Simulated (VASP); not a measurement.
# ZrC (P1) in VASP: single point with PBEsol

Aim: the single point of ZrC with PBEsol.

Everything below comes from runs of VASP 6.6.1. Logs are shortened: lines on timing, memory, paths and dates and some standing lists are left out, and cuts for length are marked.

## 1. The cell of the first run

The typed cell holds 2 atoms: a = 3.324 Å, b = 3.324 Å, c = 3.324 Å, α = 60.00°, β = 60.00°, γ = 60.00°.

## 2. Single point, PBEsol (one atom moved)

Input file INCAR:

```
PREC = Accurate
ENCUT = 520
EDIFF = 1E-7
ISMEAR = 0
SIGMA = 0.1
LREAL = F
LASPH = T
NELM = 60
ALGO = Normal
ISIF = 2
LWAVE = F
LCHARG = F
GGA = PS
NBANDS = 15
```

Input file KPOINTS:

```
Automatic mesh
0
Gamma
  14 14 14
```

Input file POSCAR:

```
ZrC
1.0
    0.0000000000      2.3502100000      2.3502100000
    2.3502100000      0.0000000000      2.3502100000
    2.3502100000      2.3502100000      0.0000000000
Zr C
1 1
Direct
    0.3961156663      0.4638840784      0.5277890061
    0.0000000000      0.0000000000      0.0000000000
```

Potentials or basis: VASP PAW PBE potentials, release 64 (Zr_sv, C).

On the command line:

```sh
$ cat potpaw_PBE.64/Zr_sv/POTCAR potpaw_PBE.64/C/POTCAR > POTCAR
$ mpirun -np 1 vasp_std > vasp.out
```

OUTCAR:

```text
PREC = Accurate
   ENCUT = 520
   EDIFF = 1E-7
   ISMEAR = 0
   LREAL = F
   LASPH = T
   NELM = 60
   ISIF = 2
   GGA = PS

 ion  position               nearest neighbor table
   1  0.396  0.464  0.528-   2 2.03   2 2.20   2 2.36   2 2.40   2 2.55   2 2.69
   2  0.000  0.000  0.000-   1 2.03   1 2.20   1 2.36   1 2.40   1 2.55   1 2.69

  LATTYP: Found a face centered cubic cell.
 ALAT       =     4.7004200000

  Lattice vectors:

 A1 = (   0.0000000000,   2.3502100000,   2.3502100000)
 A2 = (   2.3502100000,   0.0000000000,   2.3502100000)
 A3 = (   2.3502100000,   2.3502100000,   0.0000000000)

Analysis of symmetry for initial positions (statically):
=====================================================================
 Subroutine PRICEL returns:
 Original cell was already a primitive cell.

 Routine SETGRP: Setting up the symmetry group for a
 face centered cubic supercell.

 Subroutine GETGRP returns: Found  1 space group operations
 (whereof  1 operations were pure point group operations)
 out of a pool of 48 trial point group operations.

The static configuration has the point symmetry C_1 .

Analysis of symmetry for dynamics (positions and initial velocities):
=====================================================================
 Subroutine PRICEL returns:
 Original cell was already a primitive cell.

 Routine SETGRP: Setting up the symmetry group for a
 face centered cubic supercell.

 Subroutine GETGRP returns: Found  1 space group operations
 (whereof  1 operations were pure point group operations)
 out of a pool of 48 trial point group operations.

The dynamic configuration has the point symmetry C_1 .

 Subroutine INISYM returns: Found  1 space group operations
 (whereof  1 operations are pure point group operations),
 and found     1 'primitive' translations

----------------------------------------------------------------------------------------

                                     Primitive cell

  volume of cell :      25.9627

  direct lattice vectors                    reciprocal lattice vectors
     0.000000000  2.350210000  2.350210000    -0.212746946  0.212746946  0.212746946
     2.350210000  0.000000000  2.350210000     0.212746946 -0.212746946  0.212746946
     2.350210000  2.350210000  0.000000000     0.212746946  0.212746946 -0.212746946

  length of vectors
     3.323698856  3.323698856  3.323698856     0.368488520  0.368488520  0.368488520

  position of ions in fractional coordinates (direct lattice)
     0.396115666  0.463884078  0.527789006
     0.000000000  0.000000000  0.000000000

  ion indices of the primitive-cell ions
   primitive index   ion index
                 1           1
                 2           2

----------------------------------------------------------------------------------------

 KPOINTS: Automatic mesh

Automatic generation of k-mesh.
 Grid dimensions read from file:
 generate k-points for:   14   14   14

 Generating k-lattice:

  Cartesian coordinates                     Fractional coordinates (reciprocal lattice)
    -0.015196210  0.015196210  0.015196210     0.071428571  0.000000000  0.000000000
     0.015196210 -0.015196210  0.015196210     0.000000000  0.071428571  0.000000000
     0.015196210  0.015196210 -0.015196210     0.000000000  0.000000000  0.071428571

  Length of vectors
     0.026320609  0.026320609  0.026320609

  Shift w.r.t. Gamma in fractional coordinates (k-lattice)
     0.000000000  0.000000000  0.000000000

 Subroutine IBZKPT returns following result:
 ===========================================

 Found   1376 irreducible k-points:

 Following reciprocal coordinates:
            Coordinates               Weight
  0.000000  0.000000  0.000000      1.000000
  0.071429  0.000000  0.000000      2.000000
  0.000000  0.071429  0.000000      2.000000
  0.000000  0.000000  0.071429      2.000000
  0.071429  0.071429  0.071429      2.000000
  0.142857  0.000000  0.000000      2.000000
[... 16 lines left out ...]
  0.000000  0.428571  0.000000      2.000000
  0.000000  0.000000  0.428571      2.000000
 [... further k-points ...]
   k-points           NKPTS =   1376   k-points in BZ     NKDIM =   1376   number of bands    NBANDS=     15
   number of dos      NEDOS =    301   number of ions     NIONS =      2
   total plane-waves  NPLWV =  21952
   dimension x,y,z NGX =    28 NGY =   28 NGZ =   28
   dimension x,y,z NGXF=    56 NGYF=   56 NGZF=   56
   ions per type =               1   1
   NGX,Y,Z   is equivalent  to a cutoff of  14.01, 14.01, 14.01 a.u.
   NGXF,Y,Z  is equivalent  to a cutoff of  28.01, 28.01, 28.01 a.u.
 SYSTEM =  unknown system
   PREC   = accura    normal or accurate (medium, high low for compatibility)
   ISTART =      0    job   : 0-new  1-cont  2-samecut
   ICHARG =      2    charge: 1-file 2-atom 10-const
   ISPIN  =      1    spin polarized calculation?
   LNONCOLLINEAR =      F non collinear calculations
   LSORBIT =      F    spin-orbit coupling
   LASPH  =      T    aspherical Exc in radial PAW
   ENCUT  =  520.0 eV  38.22 Ry    6.18 a.u.   6.18  6.18  6.18*2*pi/ulx,y,z
   NELM   =     60;   NELMIN=  2; NELMDL= -5     # of ELM steps
   EDIFF  = 0.1E-06   stopping-criterion for ELM
   LREAL  =      F    real-space projection
   EDIFFG = 0.1E-05   stopping-criterion for IOM
   NSW    =      0    number of steps for IOM
   IBRION =     -1    ionic relax: 0-MD 1-quasi-New 2-CG
   NFREE  =      0    steps in history (QN), initial steepest desc. (CG)
   ISIF   =      2    stress and relaxation
   ISYM   =      2    0-nonsym 1-usesym 2-fastsym
   POTIM  = 0.5000    time-step for ionic-motion
   TEBEG  =    0.0;   TEEND  =   0.0 temperature during run
   PSTRESS=    0.0 pullay stress
   NELECT =      16.0000    total number of electrons
   NUPDOWN=      -1.0000    fix difference up-down
   EMIN   =  10.00;   EMAX   =-10.00  energy-range for DOS
   EFERMI =   0.00;   METHOD = LEGACY
   ISMEAR =     0;   SIGMA  =   0.10  broadening in eV -4-tet -1-fermi 0-gaus
   EFERMI_NEDOS =   21; number of points for ismear=-14 and -15
   IALGO  =     38    algorithm
   IMIX   =      4    mixing-type and parameters
     AMIX     =   0.40;   BMIX     =  1.00
     AMIX_MAG =   1.60;   BMIX_MAG =  1.00
  volume/ion in A,a.u.               =      12.98        87.60
  Fermi-wavevector in a.u.,A,eV,Ry     =   1.393151  2.632673 26.407131  1.940869
  Thomas-Fermi vector in A             =   2.516825
   LORBIT       =      0    0 simple, 1 ext, 2 COOP (PROOUT), +10 PAW based schemes
   GGA     = PS    functional components
   LHFCALC =     F    Hartree Fock is set to
   AEXX    =    0.0000 exact exchange contribution
   IVDW    =     0    specifies the selected vdW correction
   LEPSILON=     F    determine dielectric tensor
   LRPA    =     F    only Hartree local field effects (RPA)
 non-spin polarized calculation
 Gauss-broadening in eV      SIGMA  =   0.10
  energy-cutoff  :      520.00
  volume of cell :       25.96
 maximum number of plane-waves:       725
 NGX is ok and might be reduce to    28
   NGX = 13   NGY = 13   NGZ = 13

 number of electron      16.0000000 magnetization

 Free energy of the ion-electron system (eV)
  ---------------------------------------------------
  ext. energy  EPLUGINS =         0.00000000
  ---------------------------------------------------
  free energy    TOTEN  =       -20.03842922 eV

  energy without entropy =      -20.03822223  energy(sigma->0) =      -20.03832572

 E-fermi :   9.5772     XC(G=0): -12.2248

 val. band max:        9.5441325865   @ k =   0.5000   0.0714  -0.4286
 cond. band min:       9.6038727897   @ k =   0.2857   0.2857   0.0000
 fundamental gap:      0.0597402032
 Fermi energy:         9.5771618868

 k-point     1 :       0.0000    0.0000    0.0000
  band No.  band energies     occupation
      1     -38.4479      2.00000
      2     -16.2681      2.00000
      3     -16.2090      2.00000
      4     -16.2071      2.00000
      5      -1.6677      2.00000
      6       8.3447      2.00000
      7       8.5633      2.00000
      8       8.8937      2.00000
      9      10.5131      0.00000
     10      11.8855      0.00000
     11      12.8280      0.00000
     12      13.6408      0.00000
     13      14.7094      0.00000
     14      16.3700      0.00000
     15      19.6052      0.00000

 k-point     2 :       0.0714    0.0000    0.0000
  band No.  band energies     occupation
      1     -38.4427      2.00000
      2     -16.2922      2.00000
      3     -16.2347      2.00000
      4     -16.2126      2.00000
      5      -1.5538      2.00000
      6       7.9948      2.00000
      7       8.5558      2.00000
      8       8.8033      2.00000
      9      10.5990      0.00000
     10      11.7384      0.00000
     11      12.6029      0.00000
     12      14.1452      0.00000
     13      15.0651      0.00000
     14      16.6874      0.00000
     15      19.9399      0.00000

 k-point     3 :       0.0000    0.0714    0.0000
  band No.  band energies     occupation
      1     -38.4426      2.00000
      2     -16.3011      2.00000
      3     -16.2284      2.00000
      4     -16.2127      2.00000
      5      -1.5481      2.00000
      6       7.9639      2.00000
      7       8.5609      2.00000
      8       8.9978      2.00000
      9      10.5058      0.00000
     10      11.6157      0.00000
     11      12.5752      0.00000
     12      14.0573      0.00000
     13      15.2778      0.00000
     14      16.6281      0.00000
     15      19.9253      0.00000

 k-point     4 :       0.0000    0.0000    0.0714
  band No.  band energies     occupation
      1     -38.4426      2.00000
      2     -16.3017      2.00000
      3     -16.2291      2.00000
      4     -16.2115      2.00000
      5      -1.5477      2.00000
      6       7.9703      2.00000
      7       8.5338      2.00000
      8       9.0345      2.00000
      9      10.4941      0.00000
     10      11.5985      0.00000
     11      12.5889      0.00000
     12      14.0486      0.00000
     13      15.2890      0.00000
     14      16.6239      0.00000
     15      19.9247      0.00000
[... 307 lines left out ...]
 k-point    22 :       0.4286    0.0000    0.0000
  band No.  band energies     occupation
      1     -38.3485      2.00000
      2     -17.0588      2.00000
      3     -16.3322      2.00000
      4     -16.2913      2.00000
      5       0.9344      2.00000
      6       4.5939      2.00000
      7       6.5669      2.00000
      8       6.7727      2.00000
      9      13.3205      0.00000
     10      13.6268      0.00000
     11      14.2362      0.00000
     12      16.7510      0.00000
     13      18.9399      0.00000
     14      20.0004      0.00000
     15      23.1353      0.00000

 k-point    23 :       0.0000    0.4286    0.0000
  band No.  band energies     occupation
      1     -38.3463      2.00000
      2     -17.1029      2.00000
      3     -16.3264      2.00000
      4     -16.2985      2.00000
      5       1.1004      2.00000
      6       4.4924      2.00000
      7       6.8251      2.00000
      8       7.2399      2.00000
      9      12.8652      0.00000
     10      13.5146      0.00000
     11      14.2105      0.00000
     12      16.0087      0.00000
     13      18.2326      0.00000
     14      19.7571      0.00000
     15      23.3979      0.00000

 k-point    24 :       0.0000    0.0000    0.4286
  band No.  band energies     occupation
      1     -38.3462      2.00000
      2     -17.1061      2.00000
      3     -16.3262      2.00000
      4     -16.2983      2.00000
      5       1.1114      2.00000
      6       4.4871      2.00000
      7       6.8430      2.00000
      8       7.2619      2.00000
      9      12.8413      0.00000
     10      13.5311      0.00000
     11      14.1932      0.00000
     12      15.9761      0.00000
     13      18.1454      0.00000
     14      19.7750      0.00000
     15      23.4277      0.00000

 [... further k-points ...]

------------------------ aborting loop because EDIFF is reached ----------------------------------------

  FORCE on cell =-STRESS in cart. coord.  units (eV):
  Direction    XX          YY          ZZ          XY          YZ          ZX
  --------------------------------------------------------------------------------------
  -------------------------------------------------------------------------------------
  Total       -0.9167579      0.4941844      3.9824497     -0.0437070     -0.6696797     -0.0737432
  in kB      -56.5737864     30.4964707    245.7598203     -2.6971909    -41.3264102     -4.5507445
  external PRESSURE =      73.2275015 kB  Pullay stress =       0.0000000 kB

 VOLUME and BASIS-vectors are now :
 -----------------------------------------------------------------------------
  energy-cutoff  :      520.00
  volume of cell :       25.96
      direct lattice vectors                 reciprocal lattice vectors
     0.000000000  2.350210000  2.350210000    -0.212746946  0.212746946  0.212746946
     2.350210000  0.000000000  2.350210000     0.212746946 -0.212746946  0.212746946
     2.350210000  2.350210000  0.000000000     0.212746946  0.212746946 -0.212746946

 POSITION                                       TOTAL-FORCE (eV/Angst)
 -----------------------------------------------------------------------------------
      2.33064      2.17137      2.02118         0.063100      0.997276      3.131561
      0.00000      0.00000      0.00000        -0.063100     -0.997276     -3.131561
 -----------------------------------------------------------------------------------
    total drift:                                0.000002      0.000011     -0.000004

  FREE ENERGIE OF THE ION-ELECTRON SYSTEM (eV)
  ---------------------------------------------------
  free  energy   TOTEN  =       -20.0384292195 eV

  energy  without entropy=      -20.0382222286  energy(sigma->0) =      -20.03832572
```

Wall time 6.5 min (1 thread of AMD EPYC 9R45 (Zen 5), shared host); peak memory 0.59 GiB.

Results:

```
Free energy            : -20.0384 eV
Pressure               : 7.3 GPa
Largest force          : 3.287 eV/Å
Band gap on the k mesh : 0.06 eV (least direct gap 0.54 eV)
```

Forces on the atoms (eV/Å):
```
Zr   0.063  0.997  3.132
C   -0.063 -0.997 -3.132
```

Stress tensor (GPa, compression positive):
```
-5.66 -0.27 -0.46
-0.27  3.05 -4.13
-0.46 -4.13 24.58
```

Caveat: the cell differs from its parent crystal (one atom moved); the stress differs along the axes, from -6 to 25 GPa; the PAW data sets were made with another functional, which shifts forces and pressure a little. A k mesh can miss the band edges.
